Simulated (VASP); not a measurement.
# BeAs2C (P-4m2) in VASP: notebook

BeAs2C is run at these levels: r2SCAN; tasks: single point.

Program: VASP 6.6.1. These are calculated values, not measurements. Logs are shortened: lines on timing, memory, paths and dates and some standing lists are left out, and cuts for length are marked.

## Step 1: The cell of the first run

Symmetry: P-4m2, No. 115, tetragonal system. Conventional cell: a = 3.425 Å, b = 3.425 Å, c = 4.897 Å, α = 90.00°, β = 90.00°, γ = 90.00°. Be (site symmetry -4m2) has 4 As at 2.14 Å within 2.8 Å. Within 2.7 Å of As (site symmetry 2mm) lie 2 C at 2.08 Å and 2 Be at 2.14 Å. Within 2.7 Å of C (site symmetry -4m2) lie 4 As at 2.08 Å.

## Step 2: Single point, r2SCAN

The input, POSCAR:

```
BeAs2C
1.0
    3.4247097982      0.0000000000      0.0000000000
    0.0000000000      3.4247097982      0.0000000000
    0.0000000000      0.0000000000      4.8968630612
Be As C
1 2 1
Direct
    0.0000000000      0.0000000000      0.0000000000
    0.0000000000      0.5000000000      0.2605674643
    0.5000000000      0.0000000000      0.7394325357
    0.5000000000      0.5000000000      0.5000000000
```

The input, INCAR.step1:

```
SYSTEM = BeAs2C
ALGO = Normal
EDIFF = 1E-4
ENCUT = 520
GGA = PE
ISMEAR = 1
LASPH = .TRUE.
LCHARG = .FALSE.
LREAL = .FALSE.
LWAVE = .TRUE.
NBANDS = 16
NELM = 100
PREC = Accurate
SIGMA = 0.001
```

The input, INCAR.step2:

```
SYSTEM = BeAs2C
ALGO = Normal
EDIFF = 1E-7
ENCUT = 520
ISIF = 2
ISMEAR = 1
ISTART = 1
LASPH = .TRUE.
LCHARG = .TRUE.
LELF = .TRUE.
LMIXTAU = .TRUE.
LREAL = .FALSE.
LVHAR = .TRUE.
LWAVE = .FALSE.
METAGGA = R2SCAN
NBANDS = 16
NELM = 100
PREC = Accurate
SIGMA = 0.001
```

The input, KPOINTS:

```
k-points
0
G
  6 6 4
  0 0 0
```

Potentials or basis: VASP PAW PBE potentials, release 64 (Be, As, C).

On the command line:

```console
$ cat potpaw_PBE.64/Be/POTCAR potpaw_PBE.64/As/POTCAR potpaw_PBE.64/C/POTCAR > POTCAR
$ cp INCAR.step1 INCAR
$ mpirun -np 1 vasp_std > vasp.out
$ cp INCAR.step2 INCAR
$ mpirun -np 1 vasp_std > vasp.out
```

OUTCAR:

```text
SYSTEM = BeAs2C
   EDIFF = 1E-7
   ENCUT = 520
   ISIF = 2
   ISMEAR = 1
   ISTART = 1
   LASPH = .TRUE.
   LREAL = .FALSE.
   METAGGA = R2SCAN
   NELM = 100
   PREC = Accurate

 ion  position               nearest neighbor table
   1  0.000  0.000  0.000-   2 2.14   3 2.14   2 2.14   3 2.14
   2  0.000  0.500  0.261-   4 2.08   4 2.08   1 2.14   1 2.14
   3  0.500  0.000  0.739-   4 2.08   4 2.08   1 2.14   1 2.14
   4  0.500  0.500  0.500-   2 2.08   3 2.08   3 2.08   2 2.08

  LATTYP: Found a simple tetragonal cell.
 ALAT       =     3.4247097982
 C/A-ratio  =     1.4298621926

  Lattice vectors:

 A1 = (   3.4247097982,   0.0000000000,   0.0000000000)
 A2 = (   0.0000000000,   3.4247097982,   0.0000000000)
 A3 = (   0.0000000000,   0.0000000000,   4.8968630612)

Analysis of symmetry for initial positions (statically):
=====================================================================
 Subroutine PRICEL returns:
 Original cell was already a primitive cell.

 Routine SETGRP: Setting up the symmetry group for a
 simple tetragonal supercell.

 Subroutine GETGRP returns: Found  8 space group operations
 (whereof  8 operations were pure point group operations)
 out of a pool of 16 trial point group operations.

The static configuration has the point symmetry D_2d.

Analysis of symmetry for dynamics (positions and initial velocities):
=====================================================================
 Subroutine PRICEL returns:
 Original cell was already a primitive cell.

 Routine SETGRP: Setting up the symmetry group for a
 simple tetragonal supercell.

 Subroutine GETGRP returns: Found  8 space group operations
 (whereof  8 operations were pure point group operations)
 out of a pool of 16 trial point group operations.

The dynamic configuration has the point symmetry D_2d.

 Subroutine INISYM returns: Found  8 space group operations
 (whereof  8 operations are pure point group operations),
 and found     1 'primitive' translations

----------------------------------------------------------------------------------------

                                     Primitive cell

  volume of cell :      57.4335

  direct lattice vectors                    reciprocal lattice vectors
     3.424709798  0.000000000  0.000000000     0.291995544  0.000000000  0.000000000
     0.000000000  3.424709798  0.000000000     0.000000000  0.291995544  0.000000000
     0.000000000  0.000000000  4.896863061     0.000000000  0.000000000  0.204212368

  length of vectors
     3.424709798  3.424709798  4.896863061     0.291995544  0.291995544  0.204212368

  position of ions in fractional coordinates (direct lattice)
     0.000000000  0.000000000  0.000000000
     0.000000000  0.500000000  0.260567464
     0.500000000  0.000000000  0.739432536
     0.500000000  0.500000000  0.500000000

  ion indices of the primitive-cell ions
   primitive index   ion index
                 1           1
                 2           2
                 3           3
                 4           4

----------------------------------------------------------------------------------------

 KPOINTS: k-points

Automatic generation of k-mesh.
 Grid dimensions read from file:
 generate k-points for:    6    6    4

 Generating k-lattice:

  Cartesian coordinates                     Fractional coordinates (reciprocal lattice)
     0.048665924  0.000000000  0.000000000     0.166666667  0.000000000  0.000000000
     0.000000000  0.048665924  0.000000000     0.000000000  0.166666667  0.000000000
     0.000000000  0.000000000  0.051053092     0.000000000  0.000000000  0.250000000

  Length of vectors
     0.048665924  0.048665924  0.051053092

  Shift w.r.t. Gamma in fractional coordinates (k-lattice)
     0.000000000  0.000000000  0.000000000

 Subroutine IBZKPT returns following result:
 ===========================================

 Found     30 irreducible k-points:

 Following reciprocal coordinates:
            Coordinates               Weight
  0.000000  0.000000  0.000000      1.000000
  0.166667  0.000000  0.000000      4.000000
  0.333333  0.000000  0.000000      4.000000
  0.500000  0.000000  0.000000      2.000000
  0.166667  0.166667  0.000000      4.000000
  0.333333  0.166667  0.000000      8.000000
[... 16 lines left out ...]
  0.333333  0.000000  0.500000      4.000000
  0.500000  0.000000  0.500000      2.000000
 [... further k-points ...]
   k-points           NKPTS =     30   k-points in BZ     NKDIM =     30   number of bands    NBANDS=     16
   number of dos      NEDOS =    301   number of ions     NIONS =      4
   total plane-waves  NPLWV =  28224
   dimension x,y,z NGX =    28 NGY =   28 NGZ =   36
   dimension x,y,z NGXF=    56 NGYF=   56 NGZF=   72
   ions per type =               1   2   1
   NGX,Y,Z   is equivalent  to a cutoff of  13.59, 13.59, 12.22 a.u.
   NGXF,Y,Z  is equivalent  to a cutoff of  27.18, 27.18, 24.44 a.u.
 SYSTEM =  BeAs2C
   PREC   = accura    normal or accurate (medium, high low for compatibility)
   ISTART =      1    job   : 0-new  1-cont  2-samecut
   ICHARG =      0    charge: 1-file 2-atom 10-const
   ISPIN  =      1    spin polarized calculation?
   LNONCOLLINEAR =      F non collinear calculations
   LSORBIT =      F    spin-orbit coupling
   LASPH  =      T    aspherical Exc in radial PAW
   ENCUT  =  520.0 eV  38.22 Ry    6.18 a.u.   6.37  6.37  9.10*2*pi/ulx,y,z
   NELM   =    100;   NELMIN=  2; NELMDL=  0     # of ELM steps
   EDIFF  = 0.1E-06   stopping-criterion for ELM
   LREAL  =      F    real-space projection
   EDIFFG = 0.1E-05   stopping-criterion for IOM
   NSW    =      0    number of steps for IOM
   IBRION =     -1    ionic relax: 0-MD 1-quasi-New 2-CG
   NFREE  =      0    steps in history (QN), initial steepest desc. (CG)
   ISIF   =      2    stress and relaxation
   ISYM   =      2    0-nonsym 1-usesym 2-fastsym
   POTIM  = 0.5000    time-step for ionic-motion
   TEBEG  =    0.0;   TEEND  =   0.0 temperature during run
   PSTRESS=    0.0 pullay stress
   NELECT =      16.0000    total number of electrons
   NUPDOWN=      -1.0000    fix difference up-down
   EMIN   =  10.00;   EMAX   =-10.00  energy-range for DOS
   EFERMI =   0.00;   METHOD = LEGACY
   ISMEAR =     1;   SIGMA  =   0.00  broadening in eV -4-tet -1-fermi 0-gaus
   EFERMI_NEDOS =   21; number of points for ismear=-14 and -15
   IALGO  =     38    algorithm
   IMIX   =      4    mixing-type and parameters
     AMIX     =   0.40;   BMIX     =  1.00
     AMIX_MAG =   1.60;   BMIX_MAG =  1.00
  volume/ion in A,a.u.               =      14.36        96.90
  Fermi-wavevector in a.u.,A,eV,Ry     =   1.069202  2.020498 15.554076  1.143192
  Thomas-Fermi vector in A             =   2.204874
   LORBIT       =      0    0 simple, 1 ext, 2 COOP (PROOUT), +10 PAW based schemes
   METAGGA = R2SCAN    functional components
   LHFCALC =     F    Hartree Fock is set to
   AEXX    =    0.0000 exact exchange contribution
   IVDW    =     0    specifies the selected vdW correction
   LEPSILON=     F    determine dielectric tensor
   LRPA    =     F    only Hartree local field effects (RPA)
 non-spin polarized calculation
 Methfessel and Paxton  Order N= 1 SIGMA  =   0.00
  energy-cutoff  :      520.00
  volume of cell :       57.43
 maximum number of plane-waves:      1570
 NGX is ok and might be reduce to    28
   NGX = 13   NGY = 13   NGZ = 19

 number of electron      16.0000000 magnetization

 Free energy of the ion-electron system (eV)
  ---------------------------------------------------
  ext. energy  EPLUGINS =         0.00000000
  ---------------------------------------------------
  free energy    TOTEN  =       -41.95774257 eV

  energy without entropy =      -41.95773684  energy(sigma->0) =      -41.95774066

 E-fermi :   5.9380     XC(G=0): -10.7763

 val. band max:        5.8263134840   @ k =   0.0000   0.0000   0.2500
 cond. band min:       5.9383014651   @ k =   0.1667   0.0000   0.0000
 fundamental gap:      0.1119879811
 Fermi energy:         5.9379899221

 k-point     1 :       0.0000    0.0000    0.0000
  band No.  band energies     occupation
      1     -10.9171      2.00000
      2      -5.9655      2.00000
      3      -3.4353      2.00000
      4       0.8525      2.00000
      5       0.8525      2.00000
      6       4.8613      2.00000
[... 8 lines left out ...]
     15      15.7243      0.00000
     16      17.3058      0.00000

 k-point     2 :       0.1667    0.0000    0.0000
  band No.  band energies     occupation
      1     -10.6379      2.00000
      2      -5.9345      2.00000
      3      -3.4289      2.00000
      4      -0.1948      2.00000
      5       1.0496      2.00000
      6       3.9495      2.00000
[... 8 lines left out ...]
     15      16.3335      0.00000
     16      16.5235      0.00000

 k-point     3 :       0.3333    0.0000    0.0000
  band No.  band energies     occupation
      1      -9.8788      2.00000
      2      -6.3432      2.00000
      3      -3.4255      2.00000
      4      -0.5790      2.00000
      5       1.5208      2.00000
      6       1.8058      2.00000
[... 8 lines left out ...]
     15      14.9196      0.00000
     16      15.8118      0.00000

 k-point     4 :       0.5000    0.0000    0.0000
  band No.  band energies     occupation
      1      -9.2367      2.00000
      2      -7.0275      2.00000
      3      -3.2046      2.00000
      4       0.3789      2.00000
      5       0.4206      2.00000
      6       0.9150      2.00000
[... 8 lines left out ...]
     15      13.9562      0.00000
     16      15.4729      0.00000

 k-point     5 :       0.1667    0.1667    0.0000
  band No.  band energies     occupation
      1     -10.3570      2.00000
      2      -5.8584      2.00000
      3      -3.4947      2.00000
      4      -0.0415      2.00000
      5       0.0906      2.00000
      6       3.5643      2.00000
[... 8 lines left out ...]
     15      14.6179      0.00000
     16      15.5506      0.00000

 k-point     6 :       0.3333    0.1667    0.0000
  band No.  band energies     occupation
      1      -9.5903      2.00000
      2      -6.1483      2.00000
      3      -3.6627      2.00000
      4      -0.3674      2.00000
      5       0.5417      2.00000
      6       1.8142      2.00000
[... 8 lines left out ...]
     15      13.7456      0.00000
     16      14.4988      0.00000
[... 267 lines left out ...]
 k-point    21 :       0.0000    0.0000    0.5000
  band No.  band energies     occupation
      1     -10.5113      2.00000
      2      -7.6858      2.00000
      3      -0.4316      2.00000
      4       1.2333      2.00000
      5       1.2333      2.00000
      6       2.0528      2.00000
[... 8 lines left out ...]
     15      15.1268      0.00000
     16      15.1268      0.00000

 k-point    22 :       0.1667    0.0000    0.5000
  band No.  band energies     occupation
      1     -10.2463      2.00000
      2      -7.4648      2.00000
      3      -1.7020      2.00000
      4       0.6153      2.00000
      5       1.3804      2.00000
      6       2.3526      2.00000
[... 8 lines left out ...]
     15      13.8164      0.00000
     16      14.2814      0.00000

 k-point    23 :       0.3333    0.0000    0.5000
  band No.  band energies     occupation
      1      -9.5533      2.00000
      2      -6.9786      2.00000
      3      -3.6553      2.00000
      4      -0.9221      2.00000
      5       1.7071      2.00000
      6       2.7208      2.00000
[... 8 lines left out ...]
     15      13.6985      0.00000
     16      16.4170      0.00000

 k-point    24 :       0.5000    0.0000    0.5000
  band No.  band energies     occupation
      1      -9.0312      2.00000
      2      -6.8091      2.00000
      3      -4.4252      2.00000
      4      -1.8555      2.00000
      5       1.8914      2.00000
      6       3.0159      2.00000
[... 8 lines left out ...]
     15      14.6726      0.00000
     16      15.7316      0.00000

 [... further k-points ...]

------------------------ aborting loop because EDIFF is reached ----------------------------------------

  FORCE on cell =-STRESS in cart. coord.  units (eV):
  Direction    XX          YY          ZZ          XY          YZ          ZX
  --------------------------------------------------------------------------------------
  -------------------------------------------------------------------------------------
  Total        0.1336066      0.1336066      0.1069555      0.0000000     -0.0000000     -0.0000000
  in kB        3.7271153      3.7271153      2.9836527      0.0000000     -0.0000000     -0.0000000
  external PRESSURE =       3.4792944 kB  Pullay stress =       0.0000000 kB

 VOLUME and BASIS-vectors are now :
 -----------------------------------------------------------------------------
  energy-cutoff  :      520.00
  volume of cell :       57.43
      direct lattice vectors                 reciprocal lattice vectors
     3.424709798  0.000000000  0.000000000     0.291995544  0.000000000  0.000000000
     0.000000000  3.424709798  0.000000000     0.000000000  0.291995544  0.000000000
     0.000000000  0.000000000  4.896863061     0.000000000  0.000000000  0.204212368

 POSITION                                       TOTAL-FORCE (eV/Angst)
 -----------------------------------------------------------------------------------
      0.00000      0.00000      0.00000         0.000000     -0.000000      0.000000
      0.00000      1.71235      1.27596         0.000000     -0.000000      0.047555
      1.71235      0.00000      3.62090        -0.000000     -0.000000     -0.047555
      1.71235      1.71235      2.44843         0.000000      0.000000      0.000000
 -----------------------------------------------------------------------------------
    total drift:                                0.000000      0.000000     -0.000000

  FREE ENERGIE OF THE ION-ELECTRON SYSTEM (eV)
  ---------------------------------------------------
  free  energy   TOTEN  =       -41.9577425719 eV

  energy  without entropy=      -41.9577368411  energy(sigma->0) =      -41.95774066
```

It took 52 s on 1 thread of Intel Xeon Platinum 8481C at 2.70GHz (Sapphire Rapids), shared host; peak memory 0.19 GiB.

What came out:

- Free energy: -41.9577 eV
- Pressure: 0.3 GPa
- Largest force: 0.048 eV/Å
- Band gap on the k mesh: zero (bands 8 and 9 overlap by 0.54 eV)

Forces on the atoms (eV/Å):
```
Be   0.000  0.000  0.000
As   0.000  0.000  0.048
As   0.000  0.000 -0.048
C    0.000  0.000  0.000
```

Caveat: the PAW data sets were made with another functional, which shifts forces and pressure a little.

[end of part 1 of 3]
